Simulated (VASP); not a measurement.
Wanted: the native input for a VASP 6.6.1 run.

```
Task                   : single point
Functional             : PBE
Dispersion             : D3(BJ)
Potentials or basis    : VASP PAW PBE potentials, release 64 (Se, In_d)
Cutoff                 : 520 eV
k mesh                 : 9 × 9 × 1
Occupations            : gaussian, width 0.05 eV
Spin                   : no spin polarisation
Dipole correction      : yes
Further INCAR settings : ALGO = Normal; EDIFF = 1e-06; NBANDS = 48
```

The structure of InSe lies in POSCAR:

```
InSe
1.0
    4.0266104808      0.0000000000      0.0000000000
   -2.0133052404      3.4871469675      0.0000000000
    0.0000000000      0.0000000000     28.2707100106
Se In
4 4
Direct
    0.0000000000      0.0000000000      0.1591753443
    0.0000000000      0.0000000000      0.3496677304
    0.6666666667      0.3333333333      0.4596755794
    0.6666666667      0.3333333333      0.6501679655
    0.6666666667      0.3333333333      0.2049979901
    0.6666666667      0.3333333333      0.3038451606
    0.0000000000      0.0000000000      0.5054982252
    0.0000000000      0.0000000000      0.6043453957
```

This cell differs from its parent crystal: layers slid over each other.

One way to write it, as run:

INCAR

```
PREC = Accurate
ENCUT = 520
EDIFF = 1E-6
ISMEAR = 0
SIGMA = 0.05
LREAL = False
LASPH = True
NELM = 60
ALGO = Normal
ISIF = 2
LWAVE = False
LCHARG = False
LDIPOL = True
IDIPOL = 3
DIPOL = 0.5 0.5 0.405
GGA = PE
IVDW = 12
NBANDS = 48
```

KPOINTS

```
Automatic mesh
0
Gamma
  9 9 1
```

Potentials or basis: VASP PAW PBE potentials, release 64 (Se, In_d).

Command:

```sh
$ cat potpaw_PBE.64/Se/POTCAR potpaw_PBE.64/In_d/POTCAR > POTCAR
$ mpirun -np 1 vasp_std > vasp.out
```

It gave:

* Largest force: 0.020 eV/Å
* Band gap on the k mesh: 1.11 eV (least direct gap 1.16 eV)
* Dispersion energy per atom: -0.257 eV

Caveat: the cell differs from its parent crystal (layers slid over each other); spin-orbit coupling is left out, which moves the levels of the heavy elements.

It took 6.1 min on 1 thread of Intel(R) Xeon(R) Platinum 8559C (Emerald Rapids), on a shared host, peak memory 0.51 GiB.
